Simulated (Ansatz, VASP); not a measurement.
**One calculation of Ca3Y, two programs**

INCAR

```
SYSTEM = Ca3Y
PREC     = Accurate       ! precision mode
ENCUT    = 520            ! plane-wave cutoff, eV
EDIFF    = 1E-6           ! SCF threshold, eV
ISMEAR   = 1              ! smearing method
SIGMA    = 0.1            ! smearing width, eV
LREAL    = .False.        ! projectors in reciprocal space
LASPH    = .True.         ! aspherical terms in the spheres
NELM     = 80             ! most SCF steps
ALGO     = Normal         ! electronic algorithm
ISIF     = 2              ! what is computed and relaxed
LWAVE    = .False.        ! write WAVECAR
LCHARG   = .False.        ! write CHGCAR
NBANDS   = 28             ! bands
```

Contents of KPOINTS:

```
Automatic mesh
0
Gamma
  4 4 4
  0 0 0
```

Contents of POSCAR:

```
Ca3Y
1.0
    0.0000000000      4.2455650000      4.2455650000
    4.2455650000      0.0000000000      4.2455650000
    4.2455650000      4.2455650000      0.0000000000
Ca Y
3 1
Direct
    0.2449455057      0.2538475677      0.2495746308
    0.7445830421      0.7526078193      0.7490606031
    0.4926542607      0.5074182067      0.4980709829
   -0.0084616228      0.0086976297     -0.0017601493
```

Input for Ansatz:

```yaml
crystal:
  lattice:
    - [0.0, 4.245565, 4.245565]
    - [4.245565, 0.0, 4.245565]
    - [4.245565, 4.245565, 0.0]
  atoms:
    - { symbol: Ca, position: [0.24494550570822857, 0.2538475677336683, 0.24957463076799272] }
    - { symbol: Ca, position: [0.7445830420682802, 0.7526078193296648, 0.7490606030602782] }
    - { symbol: Ca, position: [0.49265426069880636, 0.5074182067331862, 0.49807098285126444] }
    - { symbol: "Y", position: [-0.008461622847281337, 0.008697629707246144, -0.0017601492676157695] }
kpoints:
  mp_grid:
    grid: [4, 4, 4]
hamiltonian:
  xc: lda
  pseudopotentials:
    kind: paw
scf:
  occupations:
    method: methfessel_paxton
output:
  forces: true
```

Alike in both runs: task single point; functional LDA; k mesh 4 × 4 × 4; no spin polarisation.

|  | VASP | Ansatz |
| --- | --- | --- |
| version | VASP 6.6.1 | Ansatz 0.2.0 |
| potentials or method | VASP PAW LDA potentials, release 64 (Ca_sv, Y_sv) | plane waves, PAW |
| plane-wave cutoff (eV) | 520 | 420 |
| occupations | methfessel-paxton of order 1, width 0.1 eV | methfessel-paxton of order 1 |
| valence electrons in the cell | 41 | 41 |

|  | VASP | Ansatz | Ansatz less VASP |
| --- | --- | --- | --- |
| rms of the force components (eV/Å) | 0.032 | 0.032 | 0.0000 |

LDA's correlation is that of Perdew and Zunger in VASP and of Perdew and Wang (1992) in Ansatz. Atom by atom the forces differ by 0.000 eV/Å (rms over components).
